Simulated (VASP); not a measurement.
# PbF2 (Fluorocronite) (Fm-3m) in VASP: a series of runs

The runs below take PbF2 (Fluorocronite) through single point, with PBE.

Program: VASP 6.6.1. These are calculated values, not measurements. Logs are shortened: lines on timing, memory, paths and dates and some standing lists are left out, and cuts for length are marked.

## 1. The cell of the first run

The structure is cubic, space group Fm-3m (No. 225). Conventional cell: a = 5.927 Å, b = 5.927 Å, c = 5.927 Å, α = 90.00°, β = 90.00°, γ = 90.00°. Within 3.4 Å of Pb (site symmetry m-3m) lie 8 F at 2.57 Å. F (site symmetry -43m) has 4 Pb at 2.57 Å and 6 F at 2.96 Å within 3.4 Å.

## 2. Single point, PBE

File INCAR:

```
SYSTEM = PbF2
PREC     = Accurate       ! precision mode
ENCUT    = 520            ! plane-wave cutoff, eV
EDIFF    = 1E-6           ! SCF threshold, eV
ISMEAR   = 0              ! smearing method
SIGMA    = 0.01           ! smearing width, eV
LREAL    = .False.        ! projectors in reciprocal space
LASPH    = .True.         ! aspherical terms in the spheres
NELM     = 100            ! most SCF steps
ALGO     = Normal         ! electronic algorithm
ISIF     = 2              ! what is computed and relaxed
LWAVE    = .False.        ! write WAVECAR
LCHARG   = .False.        ! write CHGCAR
GGA      = PE             ! functional
NBANDS   = 21             ! bands
```

File KPOINTS:

```
regular mesh
0
Gamma
  2 2 2
  0 0 0
```

File POSCAR:

```
PbF2
1.0
    0.0000000000      2.9636600000      2.9636600000
    2.9636600000      0.0000000000      2.9636600000
    2.9636600000      2.9636600000      0.0000000000
Pb F
1 2
Direct
    0.0000000000      0.0000000000      0.0000000000
    0.2500000000      0.2500000000      0.2500000000
    0.7500000000      0.7500000000      0.7500000000
```

Potentials or basis: VASP PAW PBE potentials, release 64 (Pb_d, F).

Started as:

```bash
$ cat potpaw_PBE.64/Pb_d/POTCAR potpaw_PBE.64/F/POTCAR > POTCAR
$ mpirun -np 1 vasp_std > vasp.out
```

OUTCAR:

```text
SYSTEM = PbF2
   PREC = Accurate
   ENCUT = 520
   EDIFF = 1E-6
   ISMEAR = 0
   LREAL = .False.
   LASPH = .True.
   NELM = 100
   ISIF = 2
   GGA = PE

 ion  position               nearest neighbor table
   1  0.000  0.000  0.000-   3 2.57   3 2.57   3 2.57   2 2.57   2 2.57   2 2.57   3 2.57   2 2.57

   2  0.250  0.250  0.250-   1 2.57   1 2.57   1 2.57   1 2.57
   3  0.750  0.750  0.750-   1 2.57   1 2.57   1 2.57   1 2.57

  LATTYP: Found a face centered cubic cell.
 ALAT       =     5.9273200000

  Lattice vectors:

 A1 = (   0.0000000000,   2.9636600000,   2.9636600000)
 A2 = (   2.9636600000,   0.0000000000,   2.9636600000)
 A3 = (   2.9636600000,   2.9636600000,   0.0000000000)

Analysis of symmetry for initial positions (statically):
=====================================================================
 Subroutine PRICEL returns:
 Original cell was already a primitive cell.

 Routine SETGRP: Setting up the symmetry group for a
 face centered cubic supercell.

 Subroutine GETGRP returns: Found 48 space group operations
 (whereof 48 operations were pure point group operations)
 out of a pool of 48 trial point group operations.

The static configuration has the point symmetry O_h .

Analysis of symmetry for dynamics (positions and initial velocities):
=====================================================================
 Subroutine PRICEL returns:
 Original cell was already a primitive cell.

 Routine SETGRP: Setting up the symmetry group for a
 face centered cubic supercell.

 Subroutine GETGRP returns: Found 48 space group operations
 (whereof 48 operations were pure point group operations)
 out of a pool of 48 trial point group operations.

The dynamic configuration has the point symmetry O_h .

 Subroutine INISYM returns: Found 48 space group operations
 (whereof 48 operations are pure point group operations),
 and found     1 'primitive' translations

----------------------------------------------------------------------------------------

                                     Primitive cell

  volume of cell :      52.0613

  direct lattice vectors                    reciprocal lattice vectors
     0.000000000  2.963660000  2.963660000    -0.168710311  0.168710311  0.168710311
     2.963660000  0.000000000  2.963660000     0.168710311 -0.168710311  0.168710311
     2.963660000  2.963660000  0.000000000     0.168710311  0.168710311 -0.168710311

  length of vectors
     4.191248166  4.191248166  4.191248166     0.292214830  0.292214830  0.292214830

  position of ions in fractional coordinates (direct lattice)
     0.000000000  0.000000000  0.000000000
     0.250000000  0.250000000  0.250000000
     0.750000000  0.750000000  0.750000000

  ion indices of the primitive-cell ions
   primitive index   ion index
                 1           1
                 2           2
                 3           3

----------------------------------------------------------------------------------------

 KPOINTS: regular mesh

Automatic generation of k-mesh.
 Grid dimensions read from file:
 generate k-points for:    2    2    2

 Generating k-lattice:

  Cartesian coordinates                     Fractional coordinates (reciprocal lattice)
    -0.084355155  0.084355155  0.084355155     0.500000000  0.000000000  0.000000000
     0.084355155 -0.084355155  0.084355155     0.000000000  0.500000000  0.000000000
     0.084355155  0.084355155 -0.084355155     0.000000000  0.000000000  0.500000000

  Length of vectors
     0.146107415  0.146107415  0.146107415

  Shift w.r.t. Gamma in fractional coordinates (k-lattice)
     0.000000000  0.000000000  0.000000000

 Subroutine IBZKPT returns following result:
 ===========================================

 Found      3 irreducible k-points:

 Following reciprocal coordinates:
            Coordinates               Weight
  0.000000  0.000000  0.000000      1.000000
  0.500000  0.000000  0.000000      4.000000
  0.500000  0.500000  0.000000      3.000000
   k-points           NKPTS =      3   k-points in BZ     NKDIM =      3   number of bands    NBANDS=     21
   number of dos      NEDOS =    301   number of ions     NIONS =      3
   total plane-waves  NPLWV =  32768
   dimension x,y,z NGX =    32 NGY =   32 NGZ =   32
   dimension x,y,z NGXF=    64 NGYF=   64 NGZF=   64
   ions per type =               1   2
   NGX,Y,Z   is equivalent  to a cutoff of  12.69, 12.69, 12.69 a.u.
   NGXF,Y,Z  is equivalent  to a cutoff of  25.39, 25.39, 25.39 a.u.
 SYSTEM =  PbF2
   PREC   = accura    normal or accurate (medium, high low for compatibility)
   ISTART =      0    job   : 0-new  1-cont  2-samecut
   ICHARG =      2    charge: 1-file 2-atom 10-const
   ISPIN  =      1    spin polarized calculation?
   LNONCOLLINEAR =      F non collinear calculations
   LSORBIT =      F    spin-orbit coupling
   LASPH  =      T    aspherical Exc in radial PAW
   ENCUT  =  520.0 eV  38.22 Ry    6.18 a.u.   7.79  7.79  7.79*2*pi/ulx,y,z
   NELM   =    100;   NELMIN=  2; NELMDL= -5     # of ELM steps
   EDIFF  = 0.1E-05   stopping-criterion for ELM
   LREAL  =      F    real-space projection
   EDIFFG = 0.1E-04   stopping-criterion for IOM
   NSW    =      0    number of steps for IOM
   IBRION =     -1    ionic relax: 0-MD 1-quasi-New 2-CG
   NFREE  =      0    steps in history (QN), initial steepest desc. (CG)
   ISIF   =      2    stress and relaxation
   ISYM   =      2    0-nonsym 1-usesym 2-fastsym
   POTIM  = 0.5000    time-step for ionic-motion
   TEBEG  =    0.0;   TEEND  =   0.0 temperature during run
   PSTRESS=    0.0 pullay stress
   NELECT =      28.0000    total number of electrons
   NUPDOWN=      -1.0000    fix difference up-down
   EMIN   =  10.00;   EMAX   =-10.00  energy-range for DOS
   EFERMI =   0.00;   METHOD = LEGACY
   ISMEAR =     0;   SIGMA  =   0.01  broadening in eV -4-tet -1-fermi 0-gaus
   EFERMI_NEDOS =   21; number of points for ismear=-14 and -15
   IALGO  =     38    algorithm
   IMIX   =      4    mixing-type and parameters
     AMIX     =   0.40;   BMIX     =  1.00
     AMIX_MAG =   1.60;   BMIX_MAG =  1.00
  volume/ion in A,a.u.               =      17.35       117.11
  Fermi-wavevector in a.u.,A,eV,Ry     =   1.331340  2.515869 24.115883  1.772467
  Thomas-Fermi vector in A             =   2.460359
   LORBIT       =      0    0 simple, 1 ext, 2 COOP (PROOUT), +10 PAW based schemes
   GGA     = PE    functional components
   LHFCALC =     F    Hartree Fock is set to
   AEXX    =    0.0000 exact exchange contribution
   IVDW    =     0    specifies the selected vdW correction
   LEPSILON=     F    determine dielectric tensor
   LRPA    =     F    only Hartree local field effects (RPA)
 non-spin polarized calculation
 Gauss-broadening in eV      SIGMA  =   0.01
  energy-cutoff  :      520.00
  volume of cell :       52.06
 maximum number of plane-waves:      1411
 NGX is ok and might be reduce to    32
   NGX = 15   NGY = 15   NGZ = 15

 number of electron      28.0000005 magnetization

 Free energy of the ion-electron system (eV)
  ---------------------------------------------------
  ext. energy  EPLUGINS =         0.00000000
  ---------------------------------------------------
  free energy    TOTEN  =       -14.25809346 eV

  energy without entropy =      -14.25809346  energy(sigma->0) =      -14.25809346

 E-fermi :   1.9847     XC(G=0):  -9.4073

 val. band max:        1.8720816633   @ k =   0.5000   0.0000   0.0000
 cond. band min:       6.3114709841   @ k =   0.5000   0.5000   0.0000
 fundamental gap:      4.4393893208
 Fermi energy:         1.9846625749

 k-point     1 :       0.0000    0.0000    0.0000
  band No.  band energies     occupation
      1     -19.1915      2.00000
      2     -18.5696      2.00000
      3     -12.5369      2.00000
      4     -12.5369      2.00000
      5     -12.5369      2.00000
      6     -12.4801      2.00000
[... 13 lines left out ...]
     20      17.0470      0.00000
     21      19.4101      0.00000

 k-point     2 :       0.5000    0.0000    0.0000
  band No.  band energies     occupation
      1     -18.9035      2.00000
      2     -18.8305      2.00000
      3     -12.5208      2.00000
      4     -12.5208      2.00000
      5     -12.4524      2.00000
      6     -12.4524      2.00000
[... 13 lines left out ...]
     20      15.6404      0.00000
     21      16.1420      0.00000

 k-point     3 :       0.5000    0.5000    0.0000
  band No.  band energies     occupation
      1     -18.9113      2.00000
      2     -18.8031      2.00000
      3     -12.5164      2.00000
      4     -12.4559      2.00000
      5     -12.4489      2.00000
      6     -12.4489      2.00000
[... 13 lines left out ...]
     20      18.5900      0.00000
     21      19.1924      0.00000

------------------------ aborting loop because EDIFF is reached ----------------------------------------

  FORCE on cell =-STRESS in cart. coord.  units (eV):
  Direction    XX          YY          ZZ          XY          YZ          ZX
  --------------------------------------------------------------------------------------
  -------------------------------------------------------------------------------------
  Total        0.9696137      0.9696137      0.9696137      0.0000000      0.0000000      0.0000000
  in kB       29.8396820     29.8396820     29.8396820      0.0000000      0.0000000      0.0000000
  external PRESSURE =      29.8396820 kB  Pullay stress =       0.0000000 kB

 VOLUME and BASIS-vectors are now :
 -----------------------------------------------------------------------------
  energy-cutoff  :      520.00
  volume of cell :       52.06
      direct lattice vectors                 reciprocal lattice vectors
     0.000000000  2.963660000  2.963660000    -0.168710311  0.168710311  0.168710311
     2.963660000  0.000000000  2.963660000     0.168710311 -0.168710311  0.168710311
     2.963660000  2.963660000  0.000000000     0.168710311  0.168710311 -0.168710311

 POSITION                                       TOTAL-FORCE (eV/Angst)
 -----------------------------------------------------------------------------------
      0.00000      0.00000      0.00000         0.000000      0.000000      0.000000
      1.48183      1.48183      1.48183         0.000000      0.000000      0.000000
      4.44549      4.44549      4.44549        -0.000000     -0.000000     -0.000000
 -----------------------------------------------------------------------------------
    total drift:                                0.000000     -0.000000      0.000000

  FREE ENERGIE OF THE ION-ELECTRON SYSTEM (eV)
  ---------------------------------------------------
  free  energy   TOTEN  =       -14.2580934620 eV

  energy  without entropy=      -14.2580934620  energy(sigma->0) =      -14.25809346
```

Wall time 6.7 s (1 thread of AMD EPYC 7R13, shared host); peak memory 0.14 GiB.

Results:

* Free energy: -14.2581 eV
* Pressure: 3.0 GPa
* Band gap on the k mesh: 4.44 eV, indirect (least direct gap 4.56 eV)

Caveat: the k points lie up to 0.92 Å⁻¹ apart; spin-orbit coupling is left out, which moves the levels of the heavy elements.

## 3. Single point, PBE

File INCAR:

```
SYSTEM = PbF2
ALGO = Normal
EDIFF = 1E-7
ENCUT = 520
GGA = PE
ISIF = 2
ISMEAR = 0
LASPH = .True.
LCHARG = .False.
LREAL = .False.
LWAVE = .False.
NBANDS = 21
NELM = 60
PREC = Accurate
SIGMA = 0.01
```

File KPOINTS:

```
k-points
0
Gamma
  3 3 3
  0 0 0
```

POSCAR is that of step 2.

Potentials or basis: VASP PAW PBE potentials, release 64 (Pb_d, F).

Started as:

```bash
$ cat potpaw_PBE.64/Pb_d/POTCAR potpaw_PBE.64/F/POTCAR > POTCAR
$ mpirun -np 1 vasp_std > vasp.out
```

Wall time 8 s (1 thread of AMD EPYC 7R13, shared host); peak memory 0.14 GiB.

The run converged. Its results:

* Free energy: -14.3338 eV
* Pressure: 2.5 GPa
* Band gap on the k mesh: 4.68 eV, indirect (least direct gap 5.20 eV)

Levels at points of the mesh, in eV from the valence-band top:
```tsv
k point	band 11	band 12	band 13	band 14	band 15	band 16	band 17	band 18
(0.00, 0.00, 0.00)	-2.45	-1.95	-1.95	-1.95	6.80	6.80	6.80	10.67
```

Caveat: the k points lie up to 0.61 Å⁻¹ apart; spin-orbit coupling is left out, which moves the levels of the heavy elements.

[end of part 1 of 3]
